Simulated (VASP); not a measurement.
## TiO2: single point with PBE

TiO2:

```
CELL_PARAMETERS angstrom
3.38870 0.00000 0.00000
0.00000 3.38870 0.00000
0.00000 0.00000 5.33883
ATOMIC_POSITIONS crystal
Ti 0.00000 0.00000 0.00000
Ti 0.50000 0.50000 0.50000
O 0.00000 0.50000 0.34307
O 0.00000 0.50000 0.84307
O 0.50000 0.00000 0.65693
O 0.50000 0.00000 0.15693
```

```
Program                : VASP 6.6.1
Task                   : single point
Functional             : PBE
Potentials or basis    : VASP PAW PBE potentials, release 64 (Ti_sv, O)
Cutoff                 : 520 eV
k mesh                 : 8 × 8 × 4
Occupations            : gaussian, width 0.02 eV
Spin                   : no spin polarisation
Dipole correction      : no
Further INCAR settings : ALGO = Normal; EDIFF = 1e-06; NBANDS = 33
```

```
Pressure               : 0.7 GPa
Largest force          : 0.064 eV/Å
Band gap on the k mesh : 2.55 eV (least direct gap 2.57 eV)
```

Forces in eV/Å, atoms in the order of the input:
```
Ti   0.000  0.000  0.000
Ti   0.000  0.000  0.000
O    0.000  0.000 -0.064
O    0.000  0.000 -0.064
O    0.000  0.000  0.064
O    0.000  0.000  0.064
```

Stress tensor (GPa, compression positive):
```
0.93 0.00 0.00
0.00 0.93 0.00
0.00 0.00 0.37
```

Levels at points of the mesh, in eV from the valence-band top:
| k point | band 21 | band 22 | band 23 | band 24 | band 25 | band 26 | band 27 | band 28 |
| --- | --- | --- | --- | --- | --- | --- | --- | --- |
| (0.00, 0.00, 0.00) | -2.13 | -0.49 | -0.02 | -0.02 | 2.55 | 2.91 | 3.39 | 4.71 |
| (0.50, 0.00, 0.00) | -1.23 | -1.23 | -0.39 | -0.39 | 2.91 | 2.91 | 3.81 | 3.81 |
| (0.50, 0.50, 0.00) | -0.99 | -0.99 | -0.55 | -0.55 | 2.73 | 2.73 | 3.27 | 3.27 |
| (0.00, 0.00, 0.50) | -1.57 | -1.57 | 0.00 | 0.00 | 2.73 | 2.73 | 3.90 | 3.90 |
| (0.50, 0.00, 0.50) | -1.77 | -1.77 | -0.57 | -0.57 | 2.78 | 2.78 | 3.53 | 3.53 |
| (0.50, 0.50, 0.50) | -1.93 | -1.93 | -0.38 | -0.38 | 3.09 | 3.09 | 3.61 | 3.61 |

Run time: 2.1 min on 1 thread of Intel Xeon 8259CL (shared host), peak memory 0.22 GiB.

A k mesh can miss the band edges.
